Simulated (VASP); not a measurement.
A run of VASP 6.6.1 is set up as follows.

File INCAR:

```
ALGO = Normal
EDIFF = 1E-6
ENCUT = 520
GGA = PE
ISIF = 2
ISMEAR = -1
LASPH = True
LCHARG = False
LREAL = Auto
LWAVE = False
NBANDS = 146
NELECT = 224.0
NELM = 60
PREC = Accurate
SIGMA = 0.01
```

Contents of KPOINTS:

```
k-points
0
Gamma
  3 3 3
```

POSCAR

```
NbC53
1.0
    0.0000000000      5.3501100000      5.3501100000
    5.3501100000      0.0000000000      5.3501100000
    5.3501100000      5.3501100000      0.0000000000
Nb C
1 53
Direct
    0.0000000000      0.0000000000      0.0000000000
    0.0007514792      0.0007514792      0.3382576381
    0.0007514792      0.0007514792      0.6602394034
    0.0007514792      0.3382576381      0.0007514792
   -0.0010964096      0.3336988032      0.3336988032
    0.0007514792      0.3382576381      0.6602394034
    0.0007514792      0.6602394034      0.0007514792
    0.0007514792      0.6602394034      0.3382576381
    0.0001947724      0.6666017425      0.6666017425
    0.3382576381      0.0007514792      0.0007514792
    0.3336988032     -0.0010964096      0.3336988032
    0.3382576381      0.0007514792      0.6602394034
    0.3336988032      0.3336988032     -0.0010964096
    0.3336988032      0.3336988032      0.3336988032
    0.3338346768      0.3338346768      0.6661653232
    0.3382576381      0.6602394034      0.0007514792
    0.3338346768      0.6661653232      0.3338346768
    0.3338346768      0.6661653232      0.6661653232
    0.6602394034      0.0007514792      0.0007514792
    0.6602394034      0.0007514792      0.3382576381
    0.6666017425      0.0001947724      0.6666017425
    0.6602394034      0.3382576381      0.0007514792
    0.6661653232      0.3338346768      0.3338346768
    0.6661653232      0.3338346768      0.6661653232
    0.6666017425      0.6666017425      0.0001947724
    0.6661653232      0.6661653232      0.3338346768
    0.6666017425      0.6666017425      0.6666017425
    0.1008529287      0.1008529287      0.1008529287
    0.0825995169      0.0825995169      0.4174004831
    0.1008529287      0.1008529287      0.6974412138
    0.0825995169      0.4174004831      0.0825995169
    0.0825995169      0.4174004831      0.4174004831
    0.0847519832      0.4169253639      0.7491613265
    0.1008529287      0.6974412138      0.1008529287
    0.0847519832      0.7491613265      0.4169253639
    0.0847519832      0.7491613265      0.7491613265
    0.4174004831      0.0825995169      0.0825995169
    0.4174004831      0.0825995169      0.4174004831
    0.4169253639      0.0847519832      0.7491613265
    0.4174004831      0.4174004831      0.0825995169
    0.4167909400      0.4167909400      0.4167909400
    0.4167909400      0.4167909400      0.7496271799
    0.4169253639      0.7491613265      0.0847519832
    0.4167909400      0.7496271799      0.4167909400
    0.4169253639      0.7491613265      0.7491613265
    0.6974412138      0.1008529287      0.1008529287
    0.7491613265      0.0847519832      0.4169253639
    0.7491613265      0.0847519832      0.7491613265
    0.7491613265      0.4169253639      0.0847519832
    0.7496271799      0.4167909400      0.4167909400
    0.7491613265      0.4169253639      0.7491613265
    0.7491613265      0.7491613265      0.0847519832
    0.7491613265      0.7491613265      0.4169253639
    0.7500000000      0.7500000000      0.7500000000
```

Potentials or basis: VASP PAW PBE potentials, release 64 (Nb_sv, C).

The run is started by

```console
$ cat potpaw_PBE.64/Nb_sv/POTCAR potpaw_PBE.64/C/POTCAR > POTCAR
$ mpirun -np 1 vasp_std > vasp.out
```

Q: Predict the largest force.

A: 0.028 eV/Å.

Forces on the atoms (eV/Å):
```
Nb   0.000  0.000  0.000
C   -0.004 -0.004 -0.028
C    0.004  0.004 -0.028
C   -0.004 -0.028 -0.004
C   -0.002  0.002  0.002
C    0.028  0.004 -0.004
C    0.004 -0.028  0.004
C    0.028 -0.004  0.004
C   -0.007  0.007  0.007
C   -0.028 -0.004 -0.004
C    0.002 -0.002  0.002
C    0.004  0.028 -0.004
C    0.002  0.002 -0.002
C   -0.002 -0.002 -0.002
C    0.000  0.000  0.009
C    0.004 -0.004  0.028
C    0.000  0.009  0.000
C   -0.009  0.000  0.000
C   -0.028  0.004  0.004
C   -0.004  0.028  0.004
C    0.007 -0.007  0.007
C   -0.004  0.004  0.028
C    0.009  0.000  0.000
C    0.000 -0.009  0.000
C    0.007  0.007 -0.007
C    0.000  0.000 -0.009
C   -0.007 -0.007 -0.007
C   -0.014 -0.014 -0.014
C    0.000  0.000  0.016
C    0.014  0.014 -0.014
C    0.000  0.016  0.000
C   -0.016  0.000  0.000
C   -0.002  0.002 -0.006
C    0.014 -0.014  0.014
C   -0.002 -0.006  0.002
C    0.006  0.002  0.002
C    0.016  0.000  0.000
C    0.000 -0.016  0.000
C    0.002 -0.002 -0.006
C    0.000  0.000 -0.016
C   -0.006 -0.006 -0.006
C    0.006  0.006 -0.006
C    0.002 -0.006 -0.002
C    0.006 -0.006  0.006
C    0.006 -0.002 -0.002
C   -0.014  0.014  0.014
C   -0.006 -0.002  0.002
C    0.002  0.006  0.002
C   -0.006  0.002 -0.002
C   -0.006  0.006  0.006
C   -0.002  0.006 -0.002
C    0.002  0.002  0.006
C   -0.002 -0.002  0.006
C    0.000  0.000  0.000
```

Caveat: the cell carries a net charge on a neutralising background, which shifts energy and pressure.
